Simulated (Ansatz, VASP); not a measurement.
# One calculation of S, two programs

Contents of INCAR:

```
SYSTEM = S
ALGO = Normal
EDIFF = 1E-6
ENCUT = 520
GGA = CA
ISIF = 2
ISMEAR = 0
LASPH = .True.
LCHARG = .False.
LREAL = .False.
LWAVE = .False.
NBANDS = 9
NELM = 100
PREC = Accurate
SIGMA = 0.15
```

The input KPOINTS:

```
k-points
0
Gamma
  20 20 20
  0 0 0
```

POSCAR

```
S
1.0
    0.0000000000      2.0242655992      1.9345198337
    2.0242655992      0.0000000000      1.9345198337
    2.0242655992      2.0242655992      0.0000000000
S
1
Direct
    0.0000000000      0.0000000000      0.0000000000
```

Input for Ansatz:

```yaml
crystal:
  lattice:
    - [0.0, 2.0242655992, 1.9345198337]
    - [2.0242655992, 0.0, 1.9345198337]
    - [2.0242655992, 2.0242655992, 0.0]
  atoms:
    - { symbol: S, position: [0.0, 0.0, 0.0] }
basis:
  ecutwfc: 420
kpoints:
  mp_grid: { grid: [20, 20, 20] }
hamiltonian:
  xc: lda
scf:
  occupations: { method: gaussian, width: 0.15 }
output:
  forces: true
  stress: true
  eigenvalues: true
```

Change from the starting cell: strain +0.015 along x and y, -0.030 along z, atoms carried along.

Alike in both runs: task single point; functional LDA; k mesh 20 × 20 × 20; occupations gaussian, width 0.15 eV; no spin polarisation.

```csv
,VASP,Ansatz
version,VASP 6.6.1,Ansatz 0.2.0
potentials or method,"VASP PAW LDA potentials, release 64 (S), cutoff 520 eV","scalar-relativistic, plane waves, PAW"
valence electrons in the cell,6,6
```

|  | VASP | Ansatz | Ansatz less VASP |
| --- | --- | --- | --- |
| gap on the k mesh at the Fermi level (eV) | none | none | - |
| pressure (GPa) | -6.5 | -6.5 | +0.04 |
| traceless stress, the component that is largest in VASP (GPa) | -2.43 | -2.44 | -0.008 |

LDA's correlation is that of Perdew and Zunger in VASP and of Perdew and Wang (1992) in Ansatz. A gap of «none» marks a metal or a gap that the smearing closes.
